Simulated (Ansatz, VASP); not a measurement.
Si2Ge in VASP and in Ansatz

```
Si Ge
1.0
    -0.00369   -0.00070   -5.69001
    -5.37483   -1.81378    0.00850
     0.00744    7.23268    0.01219
Si Ge
8 4
Direct
  0.20658 0.64382 0.90719
  0.20610 0.64297 0.40670
  0.29275 0.35777 0.58544
  0.29138 0.35698 0.08477
  0.79351 0.64409 0.91554
  0.79304 0.64380 0.41513
  0.70751 0.35756 0.59351
  0.70611 0.35757 0.09327
  0.25655 0.99854 0.74756
  0.25638 0.99828 0.24814
  0.74595 0.99958 0.75137
  0.74413 0.99906 0.25139
```

Change from the starting cell: cell x2, atoms moved at random (sigma 0.1 Å) and cell strained at random (1.5 %), then relaxed without symmetry.

Alike in both runs: functional PBE; k mesh 4 × 4 × 4; occupations gaussian, width 0.2 eV; no spin polarisation.

Ansatz relaxed the structure, and its values are those at the end. VASP's run is a single point on that final structure, the one shown.

```csv
,VASP,Ansatz
version,VASP 6.6.1,Ansatz 0.2.0
potentials or method,"VASP PAW PBE potentials, release 64 (Si, Ge_d), cutoff 520 eV","scalar-relativistic, plane waves, PAW"
valence electrons in the cell,88,88
```

```csv
,VASP,Ansatz,Ansatz less VASP
gap on the k mesh at the Fermi level (eV),none,none,-
pressure (GPa),0.0,0.1,+0.04
rms of the force components (eV/Å),0.008,0.008,-0.0002
```

A gap of «none» marks a metal or a gap that the smearing closes.
